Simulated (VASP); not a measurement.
A run of VASP 6.6.1:

The input POSCAR:

```
GaN
1.0
    3.1429567700      0.0000000000      0.0000000000
   -1.5714783800      2.7218796300      0.0000000000
    0.0000000000      0.0000000000      5.1058222200
Ga N
2 2
Direct
    0.3333000000      0.6667000000      0.0000000000
    0.6666000000      0.3333000000      0.5000000000
    0.3333000000      0.6667000000      0.3750000000
    0.6666000000      0.3333000000      0.8750000000
```

The input INCAR.step1:

```
PREC = Accurate ; ENCUT = 770
ISMEAR = -1 ; SIGMA = 0.1
LREAL = False ; LASPH = True
NELM = 120 ; ISYM = -1
NBANDS = 26 ; GGA = PE
ALGO = Normal ; EDIFF = 1E-5
LWAVE = True ; LCHARG = False
GGA_COMPAT = False ; KPAR = 1
```

Contents of INCAR.step2:

```
PREC = Accurate ; ENCUT = 770
EDIFF = 1E-6 ; ISMEAR = -1
SIGMA = 0.1 ; LREAL = False
LASPH = True ; NELM = 120
ALGO = Normal ; ISIF = 2
LWAVE = False ; LCHARG = True
METAGGA = R2SCAN ; LMIXTAU = True
LELF = True ; LVHAR = True
ISYM = -1 ; NBANDS = 26
ISTART = 1 ; GGA_COMPAT = False
KPAR = 1
```

Contents of KPOINTS:

```
explicit points
98
Reciprocal
  0.07142857   0.07142857   0.12500000 2
  0.07142857   0.07142857   0.37500000 2
  0.07142857   0.07142857   0.62500000 2
  0.07142857   0.07142857   0.87500000 2
  0.07142857   0.21428571   0.12500000 2
  0.07142857   0.21428571   0.37500000 2
  0.07142857   0.21428571   0.62500000 2
  0.07142857   0.21428571   0.87500000 2
  0.07142857   0.35714286   0.12500000 2
  0.07142857   0.35714286   0.37500000 2
  0.07142857   0.35714286   0.62500000 2
  0.07142857   0.35714286   0.87500000 2
  0.07142857   0.50000000   0.12500000 2
  0.07142857   0.50000000   0.37500000 2
  0.07142857   0.50000000   0.62500000 2
  0.07142857   0.50000000   0.87500000 2
  0.07142857   0.64285714   0.12500000 2
  0.07142857   0.64285714   0.37500000 2
  0.07142857   0.64285714   0.62500000 2
  0.07142857   0.64285714   0.87500000 2
  0.07142857   0.78571429   0.12500000 2
  0.07142857   0.78571429   0.37500000 2
  0.07142857   0.78571429   0.62500000 2
  0.07142857   0.78571429   0.87500000 2
  0.07142857   0.92857143   0.12500000 2
  0.07142857   0.92857143   0.37500000 2
  0.07142857   0.92857143   0.62500000 2
  0.07142857   0.92857143   0.87500000 2
  0.21428571   0.07142857   0.12500000 2
  0.21428571   0.07142857   0.37500000 2
  0.21428571   0.07142857   0.62500000 2
  0.21428571   0.07142857   0.87500000 2
  0.21428571   0.21428571   0.12500000 2
  0.21428571   0.21428571   0.37500000 2
  0.21428571   0.21428571   0.62500000 2
  0.21428571   0.21428571   0.87500000 2
  0.21428571   0.35714286   0.12500000 2
  0.21428571   0.35714286   0.37500000 2
  0.21428571   0.35714286   0.62500000 2
  0.21428571   0.35714286   0.87500000 2
  0.21428571   0.50000000   0.12500000 2
  0.21428571   0.50000000   0.37500000 2
  0.21428571   0.50000000   0.62500000 2
  0.21428571   0.50000000   0.87500000 2
  0.21428571   0.64285714   0.12500000 2
  0.21428571   0.64285714   0.37500000 2
  0.21428571   0.64285714   0.62500000 2
  0.21428571   0.64285714   0.87500000 2
  0.21428571   0.78571429   0.12500000 2
  0.21428571   0.78571429   0.37500000 2
  0.21428571   0.78571429   0.62500000 2
  0.21428571   0.78571429   0.87500000 2
  0.21428571   0.92857143   0.12500000 2
  0.21428571   0.92857143   0.37500000 2
  0.21428571   0.92857143   0.62500000 2
  0.21428571   0.92857143   0.87500000 2
  0.35714286   0.07142857   0.12500000 2
  0.35714286   0.07142857   0.37500000 2
  0.35714286   0.07142857   0.62500000 2
  0.35714286   0.07142857   0.87500000 2
  0.35714286   0.21428571   0.12500000 2
  0.35714286   0.21428571   0.37500000 2
  0.35714286   0.21428571   0.62500000 2
  0.35714286   0.21428571   0.87500000 2
  0.35714286   0.35714286   0.12500000 2
  0.35714286   0.35714286   0.37500000 2
  0.35714286   0.35714286   0.62500000 2
  0.35714286   0.35714286   0.87500000 2
  0.35714286   0.50000000   0.12500000 2
  0.35714286   0.50000000   0.37500000 2
  0.35714286   0.50000000   0.62500000 2
  0.35714286   0.50000000   0.87500000 2
  0.35714286   0.64285714   0.12500000 2
  0.35714286   0.64285714   0.37500000 2
  0.35714286   0.64285714   0.62500000 2
  0.35714286   0.64285714   0.87500000 2
  0.35714286   0.78571429   0.12500000 2
  0.35714286   0.78571429   0.37500000 2
  0.35714286   0.78571429   0.62500000 2
  0.35714286   0.78571429   0.87500000 2
  0.35714286   0.92857143   0.12500000 2
  0.35714286   0.92857143   0.37500000 2
  0.35714286   0.92857143   0.62500000 2
  0.35714286   0.92857143   0.87500000 2
  0.50000000   0.07142857   0.12500000 2
  0.50000000   0.07142857   0.37500000 2
  0.50000000   0.07142857   0.62500000 2
  0.50000000   0.07142857   0.87500000 2
  0.50000000   0.21428571   0.12500000 2
  0.50000000   0.21428571   0.37500000 2
  0.50000000   0.21428571   0.62500000 2
  0.50000000   0.21428571   0.87500000 2
  0.50000000   0.35714286   0.12500000 2
  0.50000000   0.35714286   0.37500000 2
  0.50000000   0.35714286   0.62500000 2
  0.50000000   0.35714286   0.87500000 2
  0.50000000   0.50000000   0.12500000 2
  0.50000000   0.50000000   0.37500000 2
```

Potentials or basis: VASP PAW PBE potentials, release 64 (Ga_d, N).

The run is started by

```bash
$ cat potpaw_PBE.64/Ga_d/POTCAR potpaw_PBE.64/N/POTCAR > POTCAR
$ cp INCAR.step1 INCAR
$ mpirun -np 4 vasp_std > vasp.out
$ cp INCAR.step2 INCAR
$ mpirun -np 4 vasp_std > vasp.out
```

Hardware: 4 MPI ranks on Intel(R) Xeon(R) Platinum 8259CL CPU @ 2.50GHz (Skylake/Cascade Lake) (shared host).

**Question.** How long does it take, and how much memory?

**Answer.** It took 2.9 min on 4 MPI ranks on Intel(R) Xeon(R) Platinum 8259CL CPU @ 2.50GHz (Skylake/Cascade Lake) (shared host), peak memory 0.19 GiB a rank. Counts: k points 98.
